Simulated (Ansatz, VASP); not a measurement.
# One calculation of Al, two programs

```xyz
2
Lattice="4.4916 0.0000 0.0000 -2.2458 3.8898 0.0000 0.0000 0.0000 2.7226" Properties=species:S:1:pos:R:3 pbc="T T T"
Al    0.0000    2.5932    0.0000
Al    2.2458    1.2966    0.0000
```

Alike in both runs: task relaxation of cell and atoms; functional PBE0; k mesh 4 × 4 × 5; occupations fermi-dirac, width 0.05 eV; no spin polarisation.

|  | VASP | Ansatz |
| --- | --- | --- |
| version | VASP 6.6.1 | Ansatz 0.2.0 |
| potentials or method | VASP PAW PBE potentials, release 64 (Al) | Ansatz PAW |
| plane-wave cutoff (eV) | 600 | 420 |
| valence electrons in the cell | 6 | 6 |

Ansatz gave:

| Property | Result |
| --- | --- |
| gap on the k mesh at the Fermi level, each at its own relaxed structure (eV) | none |
| relaxed volume (Å³/atom) | 24.76 |
| relaxed cell length with the largest relative difference (Å) | 4.535 |

**Question.** What did VASP give for the same quantities?

**Answer.** gap on the k mesh at the Fermi level, each at its own relaxed structure (eV): none; relaxed volume (Å³/atom): 24.69; relaxed cell length with the largest relative difference (Å): 4.529.

A gap of «none» marks a metal or a gap that the smearing closes.

The k mesh is coarse, so the values compare programs but aren't converged. Noted on Ansatz's run: the plane-wave basis is chosen anew once the cell has moved, so the energies of steps on either side of that aren't comparable.
